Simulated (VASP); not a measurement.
# Tl (I4/mmm) in VASP: notebook, part 2 of 2

VASP 6.6.1. Earlier steps stand in the parts before.

### 5 Single point, PBEsol (strain +0.000 along x and y, +0.050 along z)

Contents of INCAR:

```
SYSTEM = Tl
  PREC = Accurate
  ENCUT = 520
  EDIFF = 1E-6
  ISMEAR = 0
  SIGMA = 0.15
  LREAL = .FALSE.
  LASPH = .TRUE.
  NELM = 80
  ALGO = Fast
  ISIF = 2
  LWAVE = .FALSE.
  LCHARG = .FALSE.
  GGA = PS
  NBANDS = 12
```

Contents of KPOINTS:

```
Automatic mesh
0
G
  18 18 18
  0 0 0
```

Contents of POSCAR:

```
Tl
1.0
   -1.9410000000      1.9410000000      2.0380500000
    1.9410000000     -1.9410000000      2.0380500000
    1.9410000000      1.9410000000     -2.0380500000
Tl
1
Direct
    0.0000000000      0.0000000000      0.0000000000
```

Potentials or basis: VASP PAW PBE potentials, release 64 (Tl_d).

Command:

```sh
> cat potpaw_PBE.64/Tl_d/POTCAR > POTCAR
> mpirun -np 1 vasp_std > vasp.out
```

OUTCAR:

```text
SYSTEM = Tl
   PREC = Accurate
   ENCUT = 520
   EDIFF = 1E-6
   ISMEAR = 0
   LREAL = .FALSE.
   LASPH = .TRUE.
   NELM = 80
   ISIF = 2
   GGA = PS

 ion  position               nearest neighbor table
   1  0.000  0.000  0.000-

  LATTYP: Found a body centered tetragonal cell.
 ALAT       =     3.8820000000
 C/A-ratio  =     1.0500000000

  Lattice vectors:

 A1 = (  -1.9410000000,   1.9410000000,   2.0380500000)
 A2 = (   1.9410000000,  -1.9410000000,   2.0380500000)
 A3 = (   1.9410000000,   1.9410000000,  -2.0380500000)

Analysis of symmetry for initial positions (statically):
=====================================================================
 Subroutine PRICEL returns:
 Original cell was already a primitive cell.

 Routine SETGRP: Setting up the symmetry group for a
 body centered tetragonal supercell.

 Subroutine GETGRP returns: Found 16 space group operations
 (whereof 16 operations were pure point group operations)
 out of a pool of 16 trial point group operations.

The static configuration has the point symmetry D_4h.

Analysis of symmetry for dynamics (positions and initial velocities):
[... 172 lines left out ...]
      5      -5.4652      2.00000
      6      -3.9321      2.00000
      7      15.5424      0.00000
      8      15.8089      0.00000
      9      15.8089      0.00000
     10      17.4498      0.00000
     11      18.0984      0.00000
     12      18.0985      0.00000
[... 331 lines left out ...]
 k-point    24 :      -0.2222    0.0556    0.0000
  band No.  band energies     occupation
      1      -5.8876      2.00000
      2      -5.8457      2.00000
      3      -5.6535      2.00000
      4      -5.5442      2.00000
      5      -5.4817      2.00000
      6      -3.0610      2.00000
      7      10.4809      0.00000
      8      13.5019      0.00000
      9      14.2348      0.00000
     10      16.8382      0.00000
     11      17.4468      0.00000
     12      17.8161      0.00000

 [... further k-points ...]

------------------------ aborting loop because EDIFF is reached ----------------------------------------

  FORCE on cell =-STRESS in cart. coord.  units (eV):
  Direction    XX          YY          ZZ          XY          YZ          ZX
  --------------------------------------------------------------------------------------
  -------------------------------------------------------------------------------------
  Total       -0.3963079     -0.3963079     -0.4808170      0.0000000     -0.0000000      0.0000000
  in kB      -20.6736636    -20.6736636    -25.0821360      0.0000000     -0.0000000      0.0000000
  external PRESSURE =     -22.1431544 kB  Pullay stress =       0.0000000 kB

 VOLUME and BASIS-vectors are now :
 -----------------------------------------------------------------------------
  energy-cutoff  :      520.00
  volume of cell :       30.71
      direct lattice vectors                 reciprocal lattice vectors
    -1.941000000  1.941000000  2.038050000     0.000000000  0.257599176  0.245332548
     1.941000000 -1.941000000  2.038050000     0.257599176  0.000000000  0.245332548
     1.941000000  1.941000000 -2.038050000     0.257599176  0.257599176  0.000000000

 POSITION                                       TOTAL-FORCE (eV/Angst)
 -----------------------------------------------------------------------------------
      0.00000      0.00000      0.00000         0.000000      0.000000     -0.000000
 -----------------------------------------------------------------------------------
    total drift:                               -0.000000     -0.000000     -0.000000

  FREE ENERGIE OF THE ION-ELECTRON SYSTEM (eV)
  ---------------------------------------------------
  free  energy   TOTEN  =        -2.6133426048 eV

  energy  without entropy=       -2.6080171683  energy(sigma->0) =       -2.61067989
```

stdout:

```text
POSCAR found type information on POSCAR Tl
 POSCAR found :  1 types and       1 ions
 scaLAPACK will be used
 -----------------------------------------------------------------------------
|                                                                             |
|                                                                             |
|     You enforced a specific xc type in the INCAR file but a different       |
|     I HOPE YOU KNOW WHAT YOU ARE DOING!                                     |
|                                                                             |
 -----------------------------------------------------------------------------

 LDA part: xc-table for (Slater+PW92), standard interpolation
 POSCAR, INCAR and KPOINTS ok, starting setup
 FFT: planning ... GRIDC
 FFT: planning ... GRID_SOFT
 FFT: planning ... GRID
 WAVECAR not read
 entering main loop
```

Run time: 68 s. Hardware: 1 thread of Intel Xeon 6975P-C (Granite Rapids), shared host; peak memory 0.29 GiB.

What came out:

```
Free energy            : -2.6133 eV
Pressure               : -2.2 GPa
Band gap on the k mesh : zero (an odd number of electrons rules out a gap without spin polarisation)
```

Caveat: the cell differs from its parent crystal (strain +0.000 along x and y, +0.050 along z); the PAW data sets were made with another functional, which shifts forces and pressure a little; spin-orbit coupling is left out, which moves the levels of the heavy elements.

### 6 Overview

| cell | further INCAR settings | gap on the mesh (eV) | pressure (GPa) |
| --- | --- | --- | --- |
| a = 3.335 Å, angles 110.8, 110.8, 106.7°, 1 atom | ALGO = Fast; EDIFF = 1e-06; NBANDS = 12 | none | 0.0 |
| a = 3.390 Å, angles 110.1, 110.1, 108.1°, 1 atom | ALGO = Fast; EDIFF = 1e-06; NBANDS = 12 | none | -1.6 |
| a = 3.391 Å, angles 108.1, 108.1, 112.1°, 1 atom | ALGO = Fast; EDIFF = 1e-07; NBANDS = 12 | none | -1.6 |
| a = 3.419 Å, angles 110.8, 110.8, 106.8°, 1 atom | ALGO = Fast; EDIFF = 1e-06; NBANDS = 12 | none | -2.2 |

Alike in all rows: task single point; level PBEsol; potentials or basis VASP PAW PBE potentials, release 64 (Tl_d); no spin polarisation; k mesh 18 × 18 × 18; cutoff (eV) 520; smearing gaussian 0.15 eV.

Caveats: the PAW data sets were made with another functional, which shifts forces and pressure a little; spin-orbit coupling is left out, which moves the levels of the heavy elements.

Absolute energies hang on the potentials; compare differences alone.
